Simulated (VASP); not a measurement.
Wanted: the native input for a VASP 6.6.1 run.

```
Task                   : single point
Functional             : LDA
Potentials or basis    : VASP PAW LDA potentials, release 64 (Co, O)
Cutoff                 : 520 eV
k mesh                 : 11 × 11 × 11
Occupations            : fermi-dirac, width 0.05 eV
Spin                   : collinear spin, ferromagnetic start
Starting moments       : [2.0, 0.0] μB
Dipole correction      : no
Further INCAR settings : ALGO = Normal; EDIFF = 1e-06; NBANDS = 18
```

The structure of CoO lies in POSCAR:

```
CoO
1.0
    0.0000000000      2.1595492692      2.1595492692
    2.1595492692      0.0000000000      2.1595492692
    2.1595492692      2.1595492692      0.0000000000
Co O
1 1
Direct
    0.0000000000      0.0000000000      0.0000000000
    0.5000000000      0.5000000000      0.5000000000
```

One way to write it, as run:

INCAR

```
SYSTEM = CoO
  ALGO = Normal
  EDIFF = 1E-6
  ENCUT = 520
  ISIF = 2
  ISMEAR = -1
  ISPIN = 2
  LASPH = .TRUE.
  LCHARG = .FALSE.
  LMAXMIX = 4
  LORBIT = 11
  LREAL = .FALSE.
  LWAVE = .FALSE.
  MAGMOM = 2 0
  NBANDS = 18
  NELM = 150
  PREC = Accurate
  SIGMA = 0.05
```

KPOINTS

```
k-points
0
G
  11 11 11
  0 0 0
```

Potentials or basis: VASP PAW LDA potentials, release 64 (Co, O).

Run with:

```console
$ cat potpaw_LDA.64/Co/POTCAR potpaw_LDA.64/O/POTCAR > POTCAR
$ mpirun -np 1 vasp_std > vasp.out
```

Results of the run:

```yaml
Pressure: -25.0 GPa
Net_moment: 2.87 μB per cell
Site_moments: Co +2.49; O +0.32 μB
Valence_electrons_inside_the_program's_atomic_spheres: Co 7.77; O 4.91
```

Caveat: a cell with one magnetic atom can't hold antiferromagnetic order, which such compounds often take.

It took 24 s on 1 thread of Intel(R) Xeon(R) Platinum 8259CL CPU @ 2.50GHz (Skylake/Cascade Lake), with other jobs on the host, peak memory 0.15 GiB.
